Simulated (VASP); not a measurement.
# TiO2 (I4_1/amd) in VASP: further runs

The runs below take TiO2 through single point, with PBE+U.

Program: VASP 6.6.1. These are calculated values, not measurements. Logs are shortened: lines on timing, memory, paths and dates and some standing lists are left out, and cuts for length are marked.

## Step 1: The cell of the first run

The structure is tetragonal, space group I4_1/amd (No. 141). Conventional cell: a = 4.112 Å, b = 4.112 Å, c = 8.428 Å, α = 90.00°, β = 90.00°, γ = 90.00°. Ti (site symmetry -4m2) has 6 O at 1.69 to 2.10 Å within 2.2 Å. O (site symmetry 2mm) has 3 Ti at 1.69 to 2.10 Å within 2.2 Å.

## Step 2: Single point, PBE+U

File INCAR:

```
PREC = Accurate
ENCUT = 520
EDIFF = 1E-6
ISMEAR = 0
SIGMA = 0.05
LREAL = False
LASPH = True
NELM = 150
ALGO = Normal
ISIF = 2
LWAVE = False
LCHARG = True
LMAXMIX = 4
LDAU = True
LDAUTYPE = 2
LDAUL = 2 -1
LDAUU = 4 0
LDAUJ = 0 0
LDAUPRINT = 1
GGA = PE
LELF = True
LVHAR = True
NBANDS = 33
```

File KPOINTS:

```
Automatic mesh
0
Gamma
  8 8 8
```

File POSCAR:

```
TiO2
1.0
   -2.0560227262      2.0560227262      4.2140241797
    2.0560227262     -2.0560227262      4.2140241797
    2.0560227262      2.0560227262     -4.2140241797
Ti O
2 4
Direct
    0.0000000000      0.0000000000      0.0000000000
    0.7500000000      0.2500000000      0.5000000000
    0.2001152117      0.2001152117      0.0000000000
    0.9501152117      0.4501152117      0.5000000000
    0.5498847883      0.0498847883      0.5000000000
    0.7998847883      0.7998847883      0.0000000000
```

Potentials or basis: VASP PAW PBE potentials, release 64 (Ti_sv, O).

Launch:

```console
cat potpaw_PBE.64/Ti_sv/POTCAR potpaw_PBE.64/O/POTCAR > POTCAR
mpirun -np 1 vasp_std > vasp.out
```

OUTCAR:

```text
PREC = Accurate
   ENCUT = 520
   EDIFF = 1E-6
   ISMEAR = 0
   LREAL = False
   LASPH = True
   NELM = 150
   ISIF = 2
   GGA = PE

 ion  position               nearest neighbor table
   1  0.000  0.000  0.000-   3 1.69   6 1.69   4 2.10   5 2.10   5 2.10   4 2.10
   2  0.750  0.250  0.500-   4 1.69   5 1.69   6 2.10   3 2.10   6 2.10   3 2.10
   3  0.200  0.200  0.000-   1 1.69   2 2.10   2 2.10
   4  0.950  0.450  0.500-   2 1.69   1 2.10   1 2.10
   5  0.550  0.050  0.500-   2 1.69   1 2.10   1 2.10
   6  0.800  0.800  0.000-   1 1.69   2 2.10   2 2.10

  LATTYP: Found a body centered tetragonal cell.
 ALAT       =     4.1120454524
 C/A-ratio  =     2.0496000000

  Lattice vectors:

 A1 = (  -2.0560227262,   2.0560227262,   4.2140241797)
 A2 = (   2.0560227262,  -2.0560227262,   4.2140241797)
 A3 = (   2.0560227262,   2.0560227262,  -4.2140241797)

Analysis of symmetry for initial positions (statically):
=====================================================================
 Subroutine PRICEL returns:
 Original cell was already a primitive cell.

 Routine SETGRP: Setting up the symmetry group for a
 body centered tetragonal supercell.

 Subroutine GETGRP returns: Found 16 space group operations
 (whereof  8 operations were pure point group operations)
 out of a pool of 16 trial point group operations.

The static configuration has the point symmetry D_2d.
 The point group associated with its full space group is D_4h.

Analysis of symmetry for dynamics (positions and initial velocities):
=====================================================================
 Subroutine PRICEL returns:
 Original cell was already a primitive cell.

 Routine SETGRP: Setting up the symmetry group for a
 body centered tetragonal supercell.

 Subroutine GETGRP returns: Found 16 space group operations
 (whereof  8 operations were pure point group operations)
 out of a pool of 16 trial point group operations.

The dynamic configuration has the point symmetry D_2d.
 The point group associated with its full space group is D_4h.

 Subroutine INISYM returns: Found 16 space group operations
 (whereof  8 operations are pure point group operations),
 and found     1 'primitive' translations

----------------------------------------------------------------------------------------

                                     Primitive cell

  volume of cell :      71.2546

  direct lattice vectors                    reciprocal lattice vectors
    -2.056022726  2.056022726  4.214024180     0.000000000  0.243187973  0.118651431
     2.056022726 -2.056022726  4.214024180     0.243187973  0.000000000  0.118651431
     2.056022726  2.056022726 -4.214024180     0.243187973  0.243187973  0.000000000

  length of vectors
     5.119810415  5.119810415  5.119810415     0.270589269  0.270589269  0.343919730

  position of ions in fractional coordinates (direct lattice)
     0.000000000  0.000000000  0.000000000
     0.750000000  0.250000000  0.500000000
     0.200115212  0.200115212  0.000000000
     0.950115212  0.450115212  0.500000000
     0.549884788  0.049884788  0.500000000
     0.799884788  0.799884788  0.000000000

  ion indices of the primitive-cell ions
   primitive index   ion index
                 1           1
                 2           2
                 3           3
                 4           4
                 5           5
                 6           6

[... 101 lines left out ...]
   LHFCALC =     F    Hartree Fock is set to
   AEXX    =    0.0000 exact exchange contribution
   IVDW    =     0    specifies the selected vdW correction
   LEPSILON=     F    determine dielectric tensor
   LRPA    =     F    only Hartree local field effects (RPA)
 non-spin polarized calculation
 Gauss-broadening in eV      SIGMA  =   0.05
  energy-cutoff  :      520.00
  volume of cell :       71.25
 maximum number of plane-waves:      1941
 NGX is ok and might be reduce to    40

atom =   1  type =  1  l = 2

 onsite density matrix

spin component  1

[... 46 lines left out ...]
  o =  0.0533  v =  0.0000  0.0000  0.0000  0.0000  0.0000  1.0000  0.0000  0.0000  0.0000  0.0000      0.0000  0.0000  0.0000  0.0000  0.0000  0.0000  0.0000  0.0000  0.0000  0.0000
  o =  0.1542  v =  0.0000  0.1564  0.0000 -0.9877 -0.0000  0.0000  0.0000  0.0000  0.0000  0.0000      0.0000  0.0000  0.0000  0.0000  0.0000  0.0000  0.0000  0.0000  0.0000  0.0000
  o =  0.1542  v =  0.0000  0.0000  0.0000  0.0000  0.0000  0.0000  0.1564  0.0000 -0.9877 -0.0000      0.0000  0.0000  0.0000  0.0000  0.0000  0.0000  0.0000  0.0000  0.0000  0.0000
  o =  0.1542  v =  0.0000  0.9877  0.0000  0.1564 -0.0000  0.0000  0.0000  0.0000  0.0000  0.0000      0.0000  0.0000  0.0000  0.0000  0.0000  0.0000  0.0000  0.0000  0.0000  0.0000
  o =  0.1542  v =  0.0000  0.0000  0.0000  0.0000  0.0000  0.0000  0.9877  0.0000  0.1564 -0.0000      0.0000  0.0000  0.0000  0.0000  0.0000  0.0000  0.0000  0.0000  0.0000  0.0000
  o =  0.1620  v =  0.0000  0.0000 -0.0000 -0.0000  1.0000  0.0000  0.0000  0.0000  0.0000  0.0000      0.0000  0.0000  0.0000  0.0000  0.0000  0.0000  0.0000  0.0000  0.0000  0.0000
  o =  0.1620  v =  0.0000  0.0000  0.0000  0.0000  0.0000  0.0000  0.0000 -0.0000 -0.0000  1.0000      0.0000  0.0000  0.0000  0.0000  0.0000  0.0000  0.0000  0.0000  0.0000  0.0000
  o =  0.3995  v =  0.0000  0.0000  0.0000  0.0000  0.0000  0.0000 -0.0000  1.0000  0.0000  0.0000      0.0000  0.0000  0.0000  0.0000  0.0000  0.0000  0.0000  0.0000  0.0000  0.0000
  o =  0.3995  v =  0.0000 -0.0000  1.0000  0.0000  0.0000  0.0000  0.0000  0.0000  0.0000  0.0000      0.0000  0.0000  0.0000  0.0000  0.0000  0.0000  0.0000  0.0000  0.0000  0.0000

 number of electron      47.9999986 magnetization

 Free energy of the ion-electron system (eV)
  ---------------------------------------------------
  ext. energy  EPLUGINS =         0.00000000
  ---------------------------------------------------
  free energy    TOTEN  =       -44.77314275 eV

  energy without entropy =      -44.77314275  energy(sigma->0) =      -44.77314275

 E-fermi :   3.3979     XC(G=0): -10.3874

 val. band max:        3.0917344078   @ k =  -0.1250   0.1250   0.0000
 cond. band min:       5.7590363623   @ k =   0.0000   0.0000   0.0000
 fundamental gap:      2.6673019545
 Fermi energy:         3.3979435092

 k-point     1 :       0.0000    0.0000    0.0000
  band No.  band energies     occupation
      1     -53.9099      2.00000
      2     -53.8196      2.00000
      3     -30.7149      2.00000
      4     -30.2654      2.00000
      5     -30.1392      2.00000
      6     -30.1392      2.00000
[... 853 lines left out ...]
     32       9.6862      0.00000
     33      10.8998      0.00000

 [... further k-points ...]
[... 5 lines left out ...]
  --------------------------------------------------------------------------------------
  -------------------------------------------------------------------------------------
  Total       -1.6968559     -1.6968559     51.0390489      0.0000000     -0.0000000      0.0000000
  in kB      -38.1542318    -38.1542318   1147.6258420      0.0000000     -0.0000000      0.0000000
  external PRESSURE =     357.1057928 kB  Pullay stress =       0.0000000 kB

 VOLUME and BASIS-vectors are now :
 -----------------------------------------------------------------------------
  energy-cutoff  :      520.00
  volume of cell :       71.25
      direct lattice vectors                 reciprocal lattice vectors
    -2.056022726  2.056022726  4.214024180     0.000000000  0.243187973  0.118651431
     2.056022726 -2.056022726  4.214024180     0.243187973  0.000000000  0.118651431
     2.056022726  2.056022726 -4.214024180     0.243187973  0.243187973  0.000000000

 POSITION                                       TOTAL-FORCE (eV/Angst)
 -----------------------------------------------------------------------------------
      0.00000      0.00000      0.00000        -0.000000     -0.000000     -0.000000
      0.00000      2.05602      2.10701        -0.000000     -0.000000      0.000000
      0.00000      0.00000      1.68658        -0.000000      0.000000      7.736604
      0.00000      2.05602      3.79359         0.000000     -0.000000      7.736604
      0.00000      2.05602      0.42043         0.000000     -0.000000     -7.736604
      0.00000      0.00000      6.74147        -0.000000      0.000000     -7.736604
 -----------------------------------------------------------------------------------
    total drift:                                0.000000      0.000000     -0.000000

  FREE ENERGIE OF THE ION-ELECTRON SYSTEM (eV)
  ---------------------------------------------------
  free  energy   TOTEN  =       -44.7731427495 eV

  energy  without entropy=      -44.7731427495  energy(sigma->0) =      -44.77314275
```

It took 6.2 min on 1 thread of Intel Xeon 8259CL, shared host; peak memory 0.3 GiB.

Results:

```yaml
Free_energy: -44.7731 eV
Pressure: 35.7 GPa
Largest_force: 7.737 eV/Å
Band_gap_on_the_k_mesh: 2.67 eV (least direct gap 2.69 eV)
```

Forces on the atoms (eV/Å):
```
Ti   0.000  0.000  0.000
Ti   0.000  0.000  0.000
O    0.000  0.000  7.737
O    0.000  0.000  7.737
O    0.000  0.000 -7.737
O    0.000  0.000 -7.737
```

Levels at points of the mesh, in eV from the valence-band top:
```
           k point  band 20  band 21  band 22  band 23  band 24  band 25  band 26  band 27  band 28  band 29
(0.00, 0.00, 0.00)    -0.89    -0.89    -0.36    -0.36    -0.02     2.67     4.09     4.42     5.02     5.13
(0.50, 0.00, 0.00)    -2.00    -1.44    -0.71    -0.61    -0.13     3.60     4.26     4.40     4.55     5.31
(0.50, 0.50, 0.00)    -2.60    -1.53    -1.53    -0.17    -0.17     4.22     4.22     4.65     4.65     5.39
(0.50, 0.50, 0.50)    -1.08    -0.75    -0.75    -0.68    -0.68     3.34     3.34     4.62     4.62     5.13
```

Eigenvalues of the final occupation matrices:
| site | spin | trace | eigenvalues |
| --- | --- | --- | --- |
| site 1 d | 1 | 0.92 | 0.05 0.15 0.15 0.16 0.40 |
| site 1 d | 2 | 0.92 | 0.05 0.15 0.15 0.16 0.40 |
| site 2 d | 1 | 0.92 | 0.05 0.15 0.15 0.16 0.40 |
| site 2 d | 2 | 0.92 | 0.05 0.15 0.15 0.16 0.40 |

Caveat: the stress differs along the axes, from -4 to 115 GPa; forces of over 1 eV/Å act on the atoms, so gaps and moduli don't describe the material at rest.

## Step 3: Single point, PBE+U

This run uses another cell than the first one, of the same volume but with other edges.

File INCAR:

```
PREC     = Accurate       # precision mode
ENCUT    = 520            # plane-wave cutoff, eV
EDIFF    = 1E-6           # SCF threshold, eV
ISMEAR   = 0              # smearing method
SIGMA    = 0.05           # smearing width, eV
LREAL    = False          # projectors in reciprocal space
LASPH    = True           # aspherical terms in the spheres
NELM     = 150            # most SCF steps
ALGO     = Normal         # electronic algorithm
ISIF     = 2              # what is computed and relaxed
LWAVE    = False          # write WAVECAR
LCHARG   = True           # write CHGCAR
LMAXMIX  = 4              # l up to which the mixer works
LDAU     = True           # DFT+U
LDAUTYPE = 2            
LDAUL    = 2 -1           # shell
LDAUU    = 4 0            # U, eV
LDAUJ    = 0 0          
LDAUPRINT= 1            
GGA      = PE             # functional
LELF     = True           # ELF
LVHAR    = True         
NBANDS   = 33             # bands
```

KPOINTS is that of step 2.

File POSCAR:

```
TiO2
1.0
   -1.7961012887      1.7961012887      5.5219338020
    1.7961012887     -1.7961012887      5.5219338020
    1.7961012887      1.7961012887     -5.5219338020
Ti O
2 4
Direct
    0.0000000000      0.0000000000      0.0000000000
    0.7500000000      0.2500000000      0.5000000000
    0.1898900642      0.1898900642      0.0000000000
    0.9398900642      0.4398900642      0.5000000000
    0.5601099358      0.0601099358      0.5000000000
    0.8101099358      0.8101099358      0.0000000000
```

Potentials or basis: VASP PAW PBE potentials, release 64 (Ti_sv, O).

Launch:

```console
cat potpaw_PBE.64/Ti_sv/POTCAR potpaw_PBE.64/O/POTCAR > POTCAR
mpirun -np 1 vasp_std > vasp.out
```

It took 10 min on 1 thread of Intel Xeon 8259CL, shared host; peak memory 0.38 GiB.

Results (log left out):

```
Free energy            : -47.7899 eV
Pressure               : 9.3 GPa
Largest force          : 0.714 eV/Å
Band gap on the k mesh : 3.14 eV (least direct gap 3.40 eV)
```

Forces in eV/Å, atoms in the order of the input:
```
Ti   0.000  0.000  0.000
Ti   0.000  0.000  0.000
O    0.000  0.000  0.714
O    0.000  0.000  0.714
O    0.000  0.000 -0.714
O    0.000  0.000 -0.714
```

Stress tensor (GPa, compression positive):
```
14.59  0.00  0.00
 0.00 14.59  0.00
 0.00  0.00 -1.24
```

Levels at points of the mesh, in eV from the valence-band top:
```csv
k point,band 22,band 23,band 24,band 25,band 26,band 27
"(0.00, 0.00, 0.00)",-1.04,-0.26,-0.26,3.14,3.49,4.47
"(0.50, 0.00, 0.00)",-0.97,-0.87,-0.59,3.67,3.97,4.18
"(0.50, 0.50, 0.00)",-1.55,-0.52,-0.52,3.27,3.27,3.77
"(0.50, 0.50, 0.50)",-1.16,-0.16,-0.16,3.31,3.31,4.77
```

Eigenvalues of the final occupation matrices:
| site | spin | trace | eigenvalues |
| --- | --- | --- | --- |
| site 1 d | 1 | 0.82 | 0.11 0.13 0.13 0.20 0.26 |
| site 1 d | 2 | 0.82 | 0.11 0.13 0.13 0.20 0.26 |
| site 2 d | 1 | 0.82 | 0.11 0.13 0.13 0.20 0.26 |
| site 2 d | 2 | 0.82 | 0.11 0.13 0.13 0.20 0.26 |

Caveat: the stress differs along the axes, from -1 to 15 GPa. A k mesh can miss the band edges.

## Step 4: Single point, PBE+U

File INCAR:

```
  PREC = Accurate
  ENCUT = 520
  EDIFF = 1E-6
  ISMEAR = 0
  SIGMA = 0.05
  LREAL = F
  LASPH = T
  NELM = 150
  ALGO = Normal
  ISIF = 2
  LWAVE = F
  LCHARG = T
  LMAXMIX = 4
  LDAU = T
  LDAUTYPE = 2
  LDAUL = 2 -1
  LDAUU = 4 0
  LDAUJ = 0 0
  LDAUPRINT = 1
  GGA = PE
  LELF = T
  LVHAR = T
  NBANDS = 33
```

KPOINTS is that of step 3.

POSCAR: that of step 3 with these lines changed.

```diff
@@ -2,5 +2,5 @@
 1.0
-   -1.7961012887      1.7961012887      5.5219338020
-    1.7961012887     -1.7961012887      5.5219338020
-    1.7961012887      1.7961012887     -5.5219338020
+   -2.0560227262      2.0560227262      4.2140241797
+    2.0560227262     -2.0560227262      4.2140241797
+    2.0560227262      2.0560227262     -4.2140241797
 Ti O
```

Launch:

```console
cat potpaw_PBE.64/Ti_sv/POTCAR potpaw_PBE.64/O/POTCAR > POTCAR
mpirun -np 1 vasp_std > vasp.out
```

Wall time 5.7 min (1 thread of Intel Xeon 8259CL, shared host); peak memory 0.3 GiB.

It converged, with:

```
Free energy            : -41.1936 eV
Pressure               : 61.1 GPa
Largest force          : 13.354 eV/Å
Band gap on the k mesh : 2.59 eV (least direct gap 2.63 eV)
```

Forces on the atoms (eV/Å):
```
Ti    0.000   0.000   0.000
Ti    0.000   0.000   0.000
O     0.000   0.000  13.354
O     0.000   0.000  13.354
O     0.000   0.000 -13.354
O     0.000   0.000 -13.354
```

Stress tensor (GPa, compression positive):
```
  0.76   0.00   0.00
  0.00   0.76   0.00
  0.00   0.00 181.87
```

Levels at points of the mesh, in eV from the valence-band top:
```
           k point  band 22  band 23  band 24  band 25  band 26  band 27
(0.00, 0.00, 0.00)    -0.53    -0.53    -0.04     2.59     4.10     4.45
(0.50, 0.00, 0.00)    -0.73    -0.71    -0.19     3.38     4.20     4.39
(0.50, 0.50, 0.00)    -2.01    -0.24    -0.24     4.06     4.06     4.56
(0.50, 0.50, 0.50)    -0.80    -0.76    -0.76     3.30     3.30     4.54
```

Eigenvalues of the final occupation matrices:
| site | spin | trace | eigenvalues |
| --- | --- | --- | --- |
| site 1 d | 1 | 1.03 | 0.04 0.15 0.18 0.18 0.47 |
| site 1 d | 2 | 1.03 | 0.04 0.15 0.18 0.18 0.47 |
| site 2 d | 1 | 1.03 | 0.04 0.15 0.18 0.18 0.47 |
| site 2 d | 2 | 1.03 | 0.04 0.15 0.18 0.18 0.47 |

Caveat: the stress differs along the axes, from 1 to 182 GPa; forces of over 1 eV/Å act on the atoms, so gaps and moduli don't describe the material at rest. A k mesh can miss the band edges.

## Step 5: Single point, PBE+U

This run uses another cell than the first one, of the same volume but with other edges.

File INCAR:

```
  ALGO = Normal
  EDIFF = 1E-6
  ENCUT = 520
  GGA = PE
  ISIF = 2
  ISMEAR = 0
  LASPH = T
  LCHARG = F
  LDAU = T
  LDAUJ = 0 0
  LDAUL = 2 -1
  LDAUPRINT = 1
  LDAUTYPE = 2
  LDAUU = 4 0
  LMAXMIX = 4
  LREAL = F
  LWAVE = F
  NBANDS = 33
  NELM = 150
  PREC = Accurate
  SIGMA = 0.05
```

File KPOINTS:

```
k-points
0
Gamma
  8 8 8
```

POSCAR: that of step 4 with these lines changed.

```diff
@@ -2,5 +2,5 @@
 1.0
-   -2.0560227262      2.0560227262      4.2140241797
-    2.0560227262     -2.0560227262      4.2140241797
-    2.0560227262      2.0560227262     -4.2140241797
+   -1.8680206176      1.8680206176      5.1049267437
+    1.8680206176     -1.8680206176      5.1049267437
+    1.8680206176      1.8680206176     -5.1049267437
 Ti O
```

Launch:

```console
cat potpaw_PBE.64/Ti_sv/POTCAR potpaw_PBE.64/O/POTCAR > POTCAR
mpirun -np 1 vasp_std > vasp.out
```

Run time: 9.2 min. Hardware: 1 thread of Intel Xeon 8259CL, shared host; peak memory 0.38 GiB.

It converged, with:

| Property | Result |
| --- | --- |
| Free energy | -47.9239 eV |
| Pressure | 11.7 GPa |
| Largest force | 2.183 eV/Å |
| Band gap on the k mesh | 2.90 eV (least direct gap 3.10 eV) |

Forces on the atoms (eV/Å):
```
Ti   0.000  0.000  0.000
Ti   0.000  0.000  0.000
O    0.000  0.000  2.183
O    0.000  0.000  2.183
O    0.000  0.000 -2.183
O    0.000  0.000 -2.183
```

Stress tensor (GPa, compression positive):
```
 8.12  0.00  0.00
 0.00  8.12  0.00
 0.00  0.00 18.97
```

Levels at points of the mesh, in eV from the valence-band top:
| k point | band 22 | band 23 | band 24 | band 25 | band 26 | band 27 |
| --- | --- | --- | --- | --- | --- | --- |
| (0.00, 0.00, 0.00) | -0.60 | -0.36 | -0.36 | 2.90 | 3.46 | 4.98 |
| (0.50, 0.00, 0.00) | -0.89 | -0.76 | -0.54 | 3.74 | 3.78 | 3.98 |
| (0.50, 0.50, 0.00) | -1.66 | -0.58 | -0.58 | 3.49 | 3.49 | 3.97 |
| (0.50, 0.50, 0.50) | -0.97 | 0.00 | 0.00 | 3.17 | 3.17 | 4.50 |

Eigenvalues of the final occupation matrices:
```tsv
site	spin	trace	eigenvalues
site 1 d	1	0.81	0.09 0.11 0.11 0.24 0.26
site 1 d	2	0.81	0.09 0.11 0.11 0.24 0.26
site 2 d	1	0.81	0.09 0.11 0.11 0.24 0.26
site 2 d	2	0.81	0.09 0.11 0.11 0.24 0.26
```

Caveat: the stress differs along the axes, from 8 to 19 GPa; forces of over 1 eV/Å act on the atoms, so gaps and moduli don't describe the material at rest. A k mesh can miss the band edges.

## Step 6: Summary

```tsv
cell	gap on the mesh (eV)	pressure (GPa)	largest force (eV/Å)
a = 5.120 Å, angles 132.6, 132.6, 69.2°, 6 atoms, atomic positions A	2.67	35.7	7.74
a = 6.078 Å, angles 145.6, 145.6, 49.4°, 6 atoms, atomic positions B	3.14	9.3	0.71
a = 5.120 Å, angles 132.6, 132.6, 69.2°, 6 atoms, atomic positions B	2.59	61.1	13.35
a = 5.748 Å, angles 142.1, 142.1, 54.7°, 6 atoms, atomic positions B	2.90	11.7	2.18
```

Alike in all rows: task single point; level PBE+U; potentials or basis VASP PAW PBE potentials, release 64 (Ti_sv, O); no spin polarisation; Ti d U = 4.0 eV; k mesh 8 × 8 × 8; cutoff (eV) 520; smearing gaussian 0.05 eV.

Caveats: forces of over 1 eV/Å act on the atoms, so gaps and moduli don't describe the material at rest (at least some runs); the stress differs along the axes, from -4 to 115 GPa (at least some runs); the stress differs along the axes, from -1 to 15 GPa (at least some runs); the stress differs along the axes, from 1 to 182 GPa (at least some runs); the stress differs along the axes, from 8 to 19 GPa (at least some runs).

Absolute energies hang on the potentials; compare differences alone.
